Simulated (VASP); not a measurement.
# AlP (F-43m) in VASP: a series of runs, part 2 of 2

VASP 6.6.1.

## 3. Single point, LDA

This run uses another cell than the first one, of 18.30 Å³/atom, 0.904 times its volume.

The input, INCAR:

```
SYSTEM = AlP
PREC     = Accurate       ! precision mode
ENCUT    = 500            ! plane-wave cutoff, eV
EDIFF    = 1E-6           ! SCF threshold, eV
ISMEAR   = 0              ! smearing method
SIGMA    = 0.01           ! smearing width, eV
LREAL    = .FALSE.        ! projectors in reciprocal space
LASPH    = .TRUE.         ! aspherical terms in the spheres
NELM     = 120            ! most SCF steps
ALGO     = Normal         ! electronic algorithm
ISIF     = 2              ! what is computed and relaxed
LWAVE    = .FALSE.        ! write WAVECAR
LCHARG   = .TRUE.         ! write CHGCAR
LELF     = .TRUE.         ! ELF
LVHAR    = .TRUE.       
NBANDS   = 11             ! bands
GGA_COMPAT= .FALSE.
```

The input, KPOINTS:

```
regular mesh
0
G
  8 8 8
  0 0 0
```

The input, POSCAR:

```
AlP
1.0
    2.6351139570      2.6351139570      0.0000000000
   -2.6351139570      2.6351139570      0.0000000000
    0.0000000000      2.6351139570      2.6351139570
Al P
1 1
Direct
    0.0000000000      0.0000000000      0.0000000000
    0.7500000000      0.2500000000      0.5000000000
```

Potentials or basis: VASP PAW LDA potentials, release 64 (Al, P).

On the command line:

```console
cat potpaw_LDA.64/Al/POTCAR potpaw_LDA.64/P/POTCAR > POTCAR
mpirun -np 1 vasp_std > vasp.out
```

OUTCAR:

```text
SYSTEM = AlP
   PREC = Accurate
   ENCUT = 500
   EDIFF = 1E-6
   ISMEAR = 0
   LREAL = .FALSE.
   LASPH = .TRUE.
   NELM = 120
   ISIF = 2

 ion  position               nearest neighbor table
   1  0.000  0.000  0.000-   2 2.28   2 2.28   2 2.28   2 2.28
   2  0.750  0.250  0.500-   1 2.28   1 2.28   1 2.28   1 2.28

  LATTYP: Found a face centered cubic cell.
 ALAT       =     5.2702279140

  Lattice vectors:

 A1 = (   0.0000000000,   2.6351139570,   2.6351139570)
 A2 = (   2.6351139570,   0.0000000000,   2.6351139570)
 A3 = (   2.6351139570,   2.6351139570,   0.0000000000)

[... 513 lines left out ...]
      9      14.8543      0.00000
     10      17.2779      0.00000
     11      18.8918      0.00000

 [... further k-points ...]
[... 5 lines left out ...]
  --------------------------------------------------------------------------------------
  -------------------------------------------------------------------------------------
  Total        2.2981096      2.2981096      2.2981096      0.0000000      0.0000000     -0.0000000
  in kB      100.6127729    100.6127729    100.6127729      0.0000000      0.0000000     -0.0000000
  external PRESSURE =     100.6127729 kB  Pullay stress =       0.0000000 kB

 VOLUME and BASIS-vectors are now :
 -----------------------------------------------------------------------------
  energy-cutoff  :      500.00
  volume of cell :       36.60
      direct lattice vectors                 reciprocal lattice vectors
     2.635113957  2.635113957  0.000000000     0.189745115  0.189745115 -0.189745115
    -2.635113957  2.635113957  0.000000000    -0.189745115  0.189745115 -0.189745115
     0.000000000  2.635113957  2.635113957     0.000000000  0.000000000  0.379490229

 POSITION                                       TOTAL-FORCE (eV/Angst)
 -----------------------------------------------------------------------------------
      0.00000      0.00000      0.00000        -0.000000      0.000000      0.000000
      1.31756      3.95267      1.31756         0.000000     -0.000000     -0.000000
 -----------------------------------------------------------------------------------
    total drift:                                0.000000      0.000000     -0.000000

  FREE ENERGIE OF THE ION-ELECTRON SYSTEM (eV)
  ---------------------------------------------------
  free  energy   TOTEN  =       -11.3089733236 eV

  energy  without entropy=      -11.3089733236  energy(sigma->0) =      -11.30897332
```

Run time: 16 s. Hardware: 1 thread of AMD EPYC 7R43 (Zen 3), shared host; peak memory 0.1 GiB.

Results:

```
Free energy            : -11.3090 eV
Pressure               : 10.1 GPa
Band gap on the k mesh : 1.22 eV, indirect (least direct gap 3.56 eV)
```

## 4. Single point, LDA

This run uses another cell than the first one, of 18.30 Å³/atom, 0.904 times its volume.

The input, INCAR:

```
PREC = Accurate ; ENCUT = 500
EDIFF = 1E-6 ; ISMEAR = 0
SIGMA = 0.01 ; LREAL = F
LASPH = T ; NELM = 120
ALGO = Normal ; ISIF = 2
LWAVE = F ; LCHARG = F
GGA = CA ; NBANDS = 11
GGA_COMPAT = F
```

The input, KPOINTS:

```
regular mesh
0
Gamma
  8 8 8
```

POSCAR is that of step 3.

On the command line:

```console
cat potpaw_LDA.64/Al/POTCAR potpaw_LDA.64/P/POTCAR > POTCAR
mpirun -np 1 vasp_std > vasp.out
```

It took 17 s on 1 thread of AMD EPYC 7R43 (Zen 3), shared host; peak memory 0.09 GiB.

It converged, with:

```yaml
Free_energy: -11.3090 eV
Pressure: 10.1 GPa
Band_gap_on_the_k_mesh: 1.22 eV, indirect (least direct gap 3.56 eV)
```

Levels at points of the mesh, in eV from the valence-band top:
| k point | band 1 | band 2 | band 3 | band 4 | band 5 | band 6 | band 7 | band 8 | band 9 |
| --- | --- | --- | --- | --- | --- | --- | --- | --- | --- |
| (0.00, 0.00, 0.00) | -12.15 | 0.00 | 0.00 | 0.00 | 4.04 | 4.62 | 4.62 | 4.62 | 8.93 |
| (0.50, 0.00, 0.00) | -10.17 | -6.08 | -0.83 | -0.83 | 3.07 | 4.75 | 4.75 | 8.35 | 11.84 |
| (0.50, 0.50, 0.00) | -9.39 | -5.73 | -2.34 | -2.34 | 1.22 | 2.28 | 11.79 | 11.79 | 12.50 |

A k mesh can miss the band edges. As with any semilocal functional, this LDA gap is likely too small.

## 5. Single point, LDA

This run uses another cell than the first one, of 17.65 Å³/atom, 0.872 times its volume.

The input, INCAR:

```
ALGO = Normal ; EDIFF = 1E-6
ENCUT = 500 ; GGA = CA
GGA_COMPAT = F ; ISIF = 2
ISMEAR = 0 ; LASPH = T
LCHARG = F ; LREAL = F
LWAVE = F ; NBANDS = 11
NELM = 120 ; PREC = Accurate
SIGMA = 0.01
```

The input, KPOINTS:

```
k-points
0
Gamma
  8 8 8
```

The input, POSCAR:

```
AlP
1.0
    2.6034278985      2.6034278985      0.0000000000
   -2.6034278985      2.6034278985      0.0000000000
    0.0000000000      2.6034278985      2.6034278985
Al P
1 1
Direct
    0.0000000000      0.0000000000      0.0000000000
    0.7500000000      0.2500000000      0.5000000000
```

On the command line:

```console
cat potpaw_LDA.64/Al/POTCAR potpaw_LDA.64/P/POTCAR > POTCAR
mpirun -np 1 vasp_std > vasp.out
```

Run time: 13 s. Hardware: 1 thread of AMD EPYC 7R43 (Zen 3), shared host; peak memory 0.1 GiB.

The run converged. Its results:

| Property | Result |
| --- | --- |
| Free energy | -11.2070 eV |
| Pressure | 15.1 GPa |
| Band gap on the k mesh | 1.13 eV, indirect (least direct gap 3.56 eV) |

Levels at points of the mesh, in eV from the valence-band top:
```csv
k point,band 2,band 3,band 4,band 5,band 6,band 7
"(0.00, 0.00, 0.00)",0.00,0.00,0.00,4.37,4.66,4.66
"(0.50, 0.00, 0.00)",-6.26,-0.85,-0.85,3.21,4.74,4.74
"(0.50, 0.50, 0.00)",-5.87,-2.42,-2.42,1.13,2.25,12.08
```

A k mesh can miss the band edges. LDA gaps usually lie below the measured ones, often by a third to a half.

## 6. Single point, LDA

This run uses another cell than the first one, of 17.65 Å³/atom, 0.872 times its volume.

The input, INCAR:

```
SYSTEM = AlP
ALGO     = Normal         ! electronic algorithm
EDIFF    = 1E-6           ! SCF threshold, eV
ENCUT    = 500            ! plane-wave cutoff, eV
GGA_COMPAT= .False.      
ISIF     = 2              ! what is computed and relaxed
ISMEAR   = 0              ! smearing method
LASPH    = .True.         ! aspherical terms in the spheres
LCHARG   = .False.        ! write CHGCAR
LREAL    = .False.        ! projectors in reciprocal space
LWAVE    = .False.        ! write WAVECAR
NBANDS   = 11             ! bands
NELM     = 120            ! most SCF steps
PREC     = Accurate       ! precision mode
SIGMA    = 0.01           ! smearing width, eV
```

The input, KPOINTS:

```
k-points
0
Gamma
  8 8 8
  0 0 0
```

POSCAR is that of step 5.

Potentials or basis: VASP PAW LDA potentials, release 64 (Al, P).

On the command line:

```console
cat potpaw_LDA.64/Al/POTCAR potpaw_LDA.64/P/POTCAR > POTCAR
mpirun -np 1 vasp_std > vasp.out
```

Wall time 17 s (1 thread of AMD EPYC 7R43 (Zen 3), shared host); peak memory 0.1 GiB.

It converged, with:

```yaml
Free_energy: -11.2070 eV
Pressure: 15.1 GPa
Band_gap_on_the_k_mesh: 1.13 eV, indirect (least direct gap 3.56 eV)
```

Levels at points of the mesh, in eV from the valence-band top:
| k point | band 1 | band 2 | band 3 | band 4 | band 5 | band 6 | band 7 | band 8 | band 9 |
| --- | --- | --- | --- | --- | --- | --- | --- | --- | --- |
| (0.00, 0.00, 0.00) | -12.38 | 0.00 | 0.00 | 0.00 | 4.37 | 4.66 | 4.66 | 4.66 | 8.96 |
| (0.50, 0.00, 0.00) | -10.31 | -6.26 | -0.85 | -0.85 | 3.21 | 4.74 | 4.74 | 8.44 | 11.96 |
| (0.50, 0.50, 0.00) | -9.48 | -5.87 | -2.42 | -2.42 | 1.13 | 2.25 | 12.08 | 12.08 | 12.69 |

A k mesh can miss the band edges. A hybrid or GW would open this gap; LDA tends to underestimate it.

## 7. Overview

```csv
task,cell,k mesh,smearing,gap on the mesh (eV),pressure (GPa)
relaxation of cell and atoms,"relaxed from a = 3.854 Å, angles 60.0, 60.0, 90.0°, 2 atoms",12 × 12 × 12,fermi-dirac 0.08 eV,1.42,0.0
single point,"a = 3.727 Å, angles 60.0, 60.0, 90.0°, 2 atoms",8 × 8 × 8,gaussian 0.01 eV,1.22,10.1
single point,"a = 3.682 Å, angles 60.0, 60.0, 90.0°, 2 atoms",8 × 8 × 8,gaussian 0.01 eV,1.13,15.1
```

Alike in all rows: level LDA; potentials or basis VASP PAW LDA potentials, release 64 (Al, P); no spin polarisation; cutoff (eV) 500.

Absolute energies hang on the potentials; compare differences alone.
